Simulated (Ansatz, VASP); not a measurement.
**PtS2: VASP beside Ansatz**

Contents of INCAR:

```
SYSTEM = PtS2
ALGO = Normal
EDIFF = 1E-6
ENCUT = 520
GGA = PE
ISIF = 2
ISMEAR = 0
LASPH = .TRUE.
LCHARG = .FALSE.
LREAL = .FALSE.
LWAVE = .FALSE.
NBANDS = 18
NELM = 80
PREC = Accurate
SIGMA = 0.05
```

The input KPOINTS:

```
k-points
0
G
  12 12 8
  0 0 0
```

File POSCAR:

```
PtS2
1.0
    3.5431994758      0.0000000000      0.0000000000
   -1.7715997379      3.0685007567      0.0000000000
    0.0000000000      0.0000000000      5.0388000000
Pt S
1 2
Direct
    0.0000000000      0.0000000000      0.0000000000
    0.3007441284      0.6014882568      0.2500000000
    0.6666666667      0.3333333333      0.7500000000
```

Input for Ansatz:

```yaml
crystal:
  lattice:
    - [3.5431994758, 0.0, 0.0]
    - [-1.7715997379, 3.0685007567, 0.0]
    - [0.0, 0.0, 5.0388]
  atoms:
    - { symbol: Pt, position: [0.0, 0.0, 0.0] }
    - { symbol: S, position: [0.3007441284, 0.6014882568, 0.25] }
    - { symbol: S, position: [0.6666666667, 0.3333333333, 0.75] }
basis:
  ecutwfc: 420
kpoints:
  mp_grid: { grid: [12, 12, 8] }
hamiltonian:
  xc: pbe
scf:
  occupations: { method: gaussian, width: 0.05 }
output:
  forces: true
  stress: true
  eigenvalues: true
  write_density: true
  write_potential: true
  elf: true
  volumetric_format: npy
```

Alike in both runs: task single point; functional PBE; k mesh 12 × 12 × 8; occupations gaussian, width 0.05 eV; no spin polarisation.

```csv
,VASP,Ansatz
version,VASP 6.6.1,Ansatz 0.2.0
potentials or method,"VASP PAW PBE potentials, release 64 (Pt, S), cutoff 520 eV","scalar-relativistic, plane waves, PAW"
valence electrons in the cell,22,30
```

```tsv
	VASP	Ansatz	Ansatz less VASP
gap on the k mesh at the Fermi level (eV)	0.42	0.41	-0.005
least direct gap on the mesh (eV)	0.63	0.62	-0.008
pressure (GPa)	3.8	4.2	+0.43
traceless stress, the component that is largest in VASP (GPa)	7.54	7.58	+0.047
rms of the force components (eV/Å)	0.965	0.967	+0.0025
```

Atom by atom the forces differ by 0.019 eV/Å (rms over components). VASP's potentials hold 22 valence electrons a cell and Ansatz's 30, so a difference there can come from the potentials and not from the codes.

Neither program's run includes spin-orbit coupling.
